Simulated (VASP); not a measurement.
Wanted: the native input for a VASP 6.6.1 run.

```yaml
Task: single point
Functional: LDA
Potentials_or_basis: VASP PAW LDA potentials, release 64 (Sn_d, Se)
Cutoff: 520 eV
k_mesh: 8 × 8 × 8
Occupations: fermi-dirac, width 0.05 eV
Spin: no spin polarisation
Dipole_correction: no
Further_INCAR_settings: ALGO = Normal; EDIFF = 1e-06; NBANDS = 17
```

The structure of SnSe lies in POSCAR:

```
SnSe
1.0
    0.0000000000      2.9467752130      2.9467752130
    2.9467752130      0.0000000000      2.9467752130
    2.9467752130      2.9467752130      0.0000000000
Sn Se
1 1
Direct
    0.0000000000      0.0000000000      0.0000000000
    0.5000000000      0.5000000000      0.5000000000
```

One way to write it, as run:

INCAR

```
SYSTEM = SnSe
PREC = Accurate
ENCUT = 520
EDIFF = 1E-6
ISMEAR = -1
SIGMA = 0.05
LREAL = .False.
LASPH = .True.
NELM = 80
ALGO = Normal
ISIF = 2
LWAVE = .False.
LCHARG = .True.
LELF = .True.
LVHAR = .True.
NBANDS = 17
```

KPOINTS

```
regular mesh
0
Gamma
  8 8 8
  0 0 0
```

Potentials or basis: VASP PAW LDA potentials, release 64 (Sn_d, Se).

The run is started by

```console
$ cat potpaw_LDA.64/Sn_d/POTCAR potpaw_LDA.64/Se/POTCAR > POTCAR
$ mpirun -np 1 vasp_std > vasp.out
```

It gave:

```yaml
Pressure: 0.1 GPa
Band_gap_on_the_k_mesh: 0.77 eV, indirect (least direct gap 0.91 eV)
```

Caveat: spin-orbit coupling is left out, which moves the levels of the heavy elements.

Wall time 38 s on 1 thread of AMD EPYC 7R13 (shared host), peak memory 0.13 GiB.
